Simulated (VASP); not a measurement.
# MoS2 (P6_3/mmc) in VASP: settings compared, part 3 of 3

VASP 6.6.1. The steps go on from the part before.

### Step 5. Single point, RPBE

The input, INCAR:

```
ALGO = Normal
EDIFF = 1E-6
ENCUT = 500
GGA = RP
GGA_COMPAT = False
ISIF = 2
ISMEAR = -1
LASPH = True
LCHARG = True
LELF = True
LREAL = False
LVHAR = True
LWAVE = False
NBANDS = 35
NELM = 120
PREC = Accurate
SIGMA = 0.05
```

The input, KPOINTS:

```
k-points
0
Gamma
  9 9 2
```

The input, POSCAR:

```
MoS2
1.0
    3.1690000000      0.0000000000      0.0000000000
   -1.5845000000      2.7444345046      0.0000000000
    0.0000000000      0.0000000000     12.3240000000
Mo S
2 4
Direct
    0.3333333333      0.6666666667      0.2500000000
    0.6666666667      0.3333333333      0.7500000000
    0.3333333333      0.6666666667      0.6230000000
    0.3333333333      0.6666666667      0.8770000000
    0.6666666667      0.3333333333      0.1230000000
    0.6666666667      0.3333333333      0.3770000000
```

Potentials or basis: VASP PAW PBE potentials, release 64 (Mo_sv, S).

Command:

```console
cat potpaw_PBE.64/Mo_sv/POTCAR potpaw_PBE.64/S/POTCAR > POTCAR
mpirun -np 1 vasp_std > vasp.out
```

OUTCAR:

```text
EDIFF = 1E-6
   ENCUT = 500
   GGA = RP
   ISIF = 2
   ISMEAR = -1
   LASPH = True
   LREAL = False
   NELM = 120
   PREC = Accurate

 ion  position               nearest neighbor table
   1  0.333  0.667  0.250-   5 2.41   6 2.41   5 2.41   6 2.41   5 2.41   6 2.41
   2  0.667  0.333  0.750-   3 2.41   4 2.41   3 2.41   4 2.41   3 2.41   4 2.41
   3  0.333  0.667  0.623-   2 2.41   2 2.41   2 2.41
   4  0.333  0.667  0.877-   2 2.41   2 2.41   2 2.41
   5  0.667  0.333  0.123-   1 2.41   1 2.41   1 2.41
   6  0.667  0.333  0.377-   1 2.41   1 2.41   1 2.41

  LATTYP: Found a hexagonal cell.
 ALAT       =     3.1690000000
 C/A-ratio  =     3.8889239508

  Lattice vectors:

 A1 = (   3.1690000000,   0.0000000000,   0.0000000000)
 A2 = (  -1.5845000000,   2.7444345046,   0.0000000000)
 A3 = (   0.0000000000,   0.0000000000,  12.3240000000)

Analysis of symmetry for initial positions (statically):
=====================================================================
 Subroutine PRICEL returns:
 Original cell was already a primitive cell.

 Routine SETGRP: Setting up the symmetry group for a
 hexagonal supercell.

 Subroutine GETGRP returns: Found 24 space group operations
 (whereof 12 operations were pure point group operations)
 out of a pool of 24 trial point group operations.

The static configuration has the point symmetry D_3d.
 The point group associated with its full space group is D_6h.

Analysis of symmetry for dynamics (positions and initial velocities):
=====================================================================
 Subroutine PRICEL returns:
 Original cell was already a primitive cell.

 Routine SETGRP: Setting up the symmetry group for a
 hexagonal supercell.

 Subroutine GETGRP returns: Found 24 space group operations
 (whereof 12 operations were pure point group operations)
 out of a pool of 24 trial point group operations.

The dynamic configuration has the point symmetry D_3d.
 The point group associated with its full space group is D_6h.

 Subroutine INISYM returns: Found 24 space group operations
 (whereof 12 operations are pure point group operations),
 and found     1 'primitive' translations

----------------------------------------------------------------------------------------

                                     Primitive cell

  volume of cell :     107.1832

  direct lattice vectors                    reciprocal lattice vectors
     3.169000000  0.000000000  0.000000000     0.315556958  0.182186895  0.000000000
    -1.584500000  2.744434505  0.000000000     0.000000000  0.364373789  0.000000000
     0.000000000  0.000000000 12.324000000     0.000000000  0.000000000  0.081142486

  length of vectors
     3.169000000  3.169000000 12.324000000     0.364373789  0.364373789  0.081142486

  position of ions in fractional coordinates (direct lattice)
     0.333333333  0.666666667  0.250000000
     0.666666667  0.333333333  0.750000000
     0.333333333  0.666666667  0.623000000
     0.333333333  0.666666667  0.877000000
     0.666666667  0.333333333  0.123000000
     0.666666667  0.333333333  0.377000000

  ion indices of the primitive-cell ions
   primitive index   ion index
                 1           1
                 2           2
                 3           3
[... 31 lines left out ...]
            Coordinates               Weight
  0.000000  0.000000  0.000000      1.000000
  0.111111  0.000000  0.000000      6.000000
  0.222222  0.000000  0.000000      6.000000
  0.333333  0.000000  0.000000      6.000000
  0.444444  0.000000  0.000000      6.000000
  0.111111  0.111111  0.000000      6.000000
[... 16 lines left out ...]
  0.333333  0.222222  0.500000     12.000000
  0.333333  0.333333  0.500000      2.000000
   k-points           NKPTS =     24   k-points in BZ     NKDIM =     24   number of bands    NBANDS=     35
   number of dos      NEDOS =    301   number of ions     NIONS =      6
   total plane-waves  NPLWV =  51840
   dimension x,y,z NGX =    24 NGY =   24 NGZ =   90
   dimension x,y,z NGXF=    48 NGYF=   48 NGZF=  180
   ions per type =               2   4
   NGX,Y,Z   is equivalent  to a cutoff of  12.59, 12.59, 12.14 a.u.
   NGXF,Y,Z  is equivalent  to a cutoff of  25.18, 25.18, 24.28 a.u.
 SYSTEM =  unknown system
   PREC   = accura    normal or accurate (medium, high low for compatibility)
   ISTART =      0    job   : 0-new  1-cont  2-samecut
   ICHARG =      2    charge: 1-file 2-atom 10-const
   ISPIN  =      1    spin polarized calculation?
   LNONCOLLINEAR =      F non collinear calculations
   LSORBIT =      F    spin-orbit coupling
   LASPH  =      T    aspherical Exc in radial PAW
   ENCUT  =  500.0 eV  36.75 Ry    6.06 a.u.   5.78  5.78 22.47*2*pi/ulx,y,z
   NELM   =    120;   NELMIN=  2; NELMDL= -5     # of ELM steps
   EDIFF  = 0.1E-05   stopping-criterion for ELM
   LREAL  =      F    real-space projection
   EDIFFG = 0.1E-04   stopping-criterion for IOM
   NSW    =      0    number of steps for IOM
   IBRION =     -1    ionic relax: 0-MD 1-quasi-New 2-CG
   NFREE  =      0    steps in history (QN), initial steepest desc. (CG)
   ISIF   =      2    stress and relaxation
   ISYM   =      2    0-nonsym 1-usesym 2-fastsym
   POTIM  = 0.5000    time-step for ionic-motion
   TEBEG  =    0.0;   TEEND  =   0.0 temperature during run
   PSTRESS=    0.0 pullay stress
   NELECT =      52.0000    total number of electrons
   NUPDOWN=      -1.0000    fix difference up-down
   EMIN   =  10.00;   EMAX   =-10.00  energy-range for DOS
   EFERMI =   0.00;   METHOD = LEGACY
   ISMEAR =    -1;   SIGMA  =   0.05  broadening in eV -4-tet -1-fermi 0-gaus
   EFERMI_NEDOS =   21; number of points for ismear=-14 and -15
   IALGO  =     38    algorithm
   IMIX   =      4    mixing-type and parameters
     AMIX     =   0.40;   BMIX     =  1.00
     AMIX_MAG =   1.60;   BMIX_MAG =  1.00
  volume/ion in A,a.u.               =      17.86       120.55
  Fermi-wavevector in a.u.,A,eV,Ry     =   1.286373  2.430893 22.514325  1.654756
  Thomas-Fermi vector in A             =   2.418452
   LORBIT       =      0    0 simple, 1 ext, 2 COOP (PROOUT), +10 PAW based schemes
   GGA     = RP    functional components
   LHFCALC =     F    Hartree Fock is set to
   AEXX    =    0.0000 exact exchange contribution
   IVDW    =     0    specifies the selected vdW correction
   LEPSILON=     F    determine dielectric tensor
   LRPA    =     F    only Hartree local field effects (RPA)
 non-spin polarized calculation
  energy-cutoff  :      500.00
  volume of cell :      107.18
 maximum number of plane-waves:      2739
 NGX is ok and might be reduce to    24
   NGX = 11   NGY = 11   NGZ = 45

 number of electron      51.9999989 magnetization

 Free energy of the ion-electron system (eV)
  ---------------------------------------------------
  ext. energy  EPLUGINS =         0.00000000
  ---------------------------------------------------
  free energy    TOTEN  =       -41.00065991 eV

  energy without entropy =      -41.00065783  energy(sigma->0) =      -41.00065887

 E-fermi :   8.0026     XC(G=0): -10.6685

 val. band max:        7.5607252618   @ k =   0.0000   0.0000   0.0000
 cond. band min:       8.5791932321   @ k =   0.2222   0.1111   0.0000
 fundamental gap:      1.0184679703
 Fermi energy:         8.0026131398

 k-point     1 :       0.0000    0.0000    0.0000
  band No.  band energies     occupation
      1     -53.9453      2.00000
      2     -53.9453      2.00000
      3     -28.0904      2.00000
      4     -28.0903      2.00000
      5     -27.8753      2.00000
      6     -27.8753      2.00000
[... 901 lines left out ...]
     34      11.7895      0.00000
     35      14.3053      0.00000

------------------------ aborting loop because EDIFF is reached ----------------------------------------

  FORCE on cell =-STRESS in cart. coord.  units (eV):
  Direction    XX          YY          ZZ          XY          YZ          ZX
  --------------------------------------------------------------------------------------
  -------------------------------------------------------------------------------------
  Total        2.8860001      2.8860001      3.1896712      0.0000000      0.0000000      0.0000000
  in kB       43.1399987     43.1399987     47.6792805      0.0000000      0.0000000      0.0000000
  external PRESSURE =      44.6530926 kB  Pullay stress =       0.0000000 kB

 VOLUME and BASIS-vectors are now :
 -----------------------------------------------------------------------------
  energy-cutoff  :      500.00
  volume of cell :      107.18
      direct lattice vectors                 reciprocal lattice vectors
     3.169000000  0.000000000  0.000000000     0.315556958  0.182186895  0.000000000
    -1.584500000  2.744434505  0.000000000     0.000000000  0.364373789  0.000000000
     0.000000000  0.000000000 12.324000000     0.000000000  0.000000000  0.081142486

 POSITION                                       TOTAL-FORCE (eV/Angst)
 -----------------------------------------------------------------------------------
     -0.00000      1.82962      3.08100         0.000000     -0.000000     -0.000000
      1.58450      0.91481      9.24300        -0.000000      0.000000     -0.000000
     -0.00000      1.82962      7.67785        -0.000000     -0.000000      0.023704
     -0.00000      1.82962     10.80815        -0.000000      0.000000     -0.023704
      1.58450      0.91481      1.51585        -0.000000     -0.000000      0.023704
      1.58450      0.91481      4.64615        -0.000000      0.000000     -0.023704
 -----------------------------------------------------------------------------------
    total drift:                               -0.000000      0.000000     -0.000000

  FREE ENERGIE OF THE ION-ELECTRON SYSTEM (eV)
  ---------------------------------------------------
  free  energy   TOTEN  =       -41.0006599050 eV

  energy  without entropy=      -41.0006578289  energy(sigma->0) =      -41.00065887
```

Wall time 2.8 min (1 thread of Intel Xeon 8259CL, shared host); peak memory 0.22 GiB.

What came out:

```
Free energy            : -41.0007 eV
Pressure               : 4.5 GPa
Largest force          : 0.024 eV/Å
Band gap on the k mesh : 1.02 eV (least direct gap 1.66 eV)
```

Forces in eV/Å, atoms in the order of the input:
```
Mo   0.000  0.000  0.000
Mo   0.000  0.000  0.000
S    0.000  0.000  0.024
S    0.000  0.000 -0.024
S    0.000  0.000  0.024
S    0.000  0.000 -0.024
```

Stress tensor (GPa, compression positive):
```
4.31 0.00 0.00
0.00 4.31 0.00
0.00 0.00 4.77
```

Caveat: the cell stands under pressure; the PAW data sets were made with another functional, which shifts forces and pressure a little; this functional lacks dispersion, which binds layers or chains, so the pressure and a relaxed spacing across them are unreliable.

### Step 6. The runs side by side

```tsv
level	potentials or basis	gap on the mesh (eV)	pressure (GPa)	largest force (eV/Å)
LDA	VASP PAW LDA potentials, release 64 (Mo_sv, S)	0.90	-5.6	0.46
BLYP	VASP PAW PBE potentials, release 64 (Mo_sv, S)	0.98	9.4	0.33
revPBE	VASP PAW PBE potentials, release 64 (Mo_sv, S)	1.01	3.8	0.04
RPBE	VASP PAW PBE potentials, release 64 (Mo_sv, S)	1.02	4.5	0.02
```

Alike in all rows: task single point; no spin polarisation; cell as given; k mesh 9 × 9 × 2; cutoff (eV) 500; smearing fermi-dirac 0.05 eV.

Caveats: the cell stands under pressure (at least some runs); the PAW data sets were made with another functional, which shifts forces and pressure a little (at least some runs); this functional lacks dispersion, which binds layers or chains, so the pressure and a relaxed spacing across them are unreliable (at least some runs); the cell stands under tension (at least some runs).

Absolute energies hang on the potentials; compare differences alone.
